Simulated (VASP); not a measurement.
Here is a VASP 6.6.1 calculation.

The input INCAR:

```
PREC     = Accurate       # precision mode
ENCUT    = 520            # plane-wave cutoff, eV
EDIFF    = 1E-7           # SCF threshold, eV
ISMEAR   = 0              # smearing method
SIGMA    = 0.02           # smearing width, eV
LREAL    = F              # projectors in reciprocal space
LASPH    = T              # aspherical terms in the spheres
NELM     = 80             # most SCF steps
ALGO     = Normal         # electronic algorithm
ISIF     = 2              # what is computed and relaxed
LWAVE    = F              # write WAVECAR
LCHARG   = T              # write CHGCAR
GGA      = PS             # functional
LELF     = T              # ELF
LVHAR    = T            
NBANDS   = 11             # bands
```

File KPOINTS:

```
Automatic mesh
0
Gamma
  8 8 8
```

File POSCAR:

```
MgS
1.0
    0.0000000000      2.6746280441      2.6746280441
    2.6746280441      0.0000000000      2.6746280441
    2.6746280441      2.6746280441      0.0000000000
Mg S
1 1
Direct
    0.0000000000      0.0000000000      0.0000000000
    0.5000000000      0.5000000000      0.5000000000
```

Potentials or basis: VASP PAW PBE potentials, release 64 (Mg, S).

Command:

```console
$ cat potpaw_PBE.64/Mg/POTCAR potpaw_PBE.64/S/POTCAR > POTCAR
$ mpirun -np 1 vasp_std > vasp.out
```

(1) What does it give for the band gap on the k mesh?

(2) What does it give for the pressure?

Results:

(1) 2.53 eV, indirect (least direct gap 2.98 eV).

(2) -6.3 GPa.

Caveat: the PAW data sets were made with another functional, which shifts forces and pressure a little.
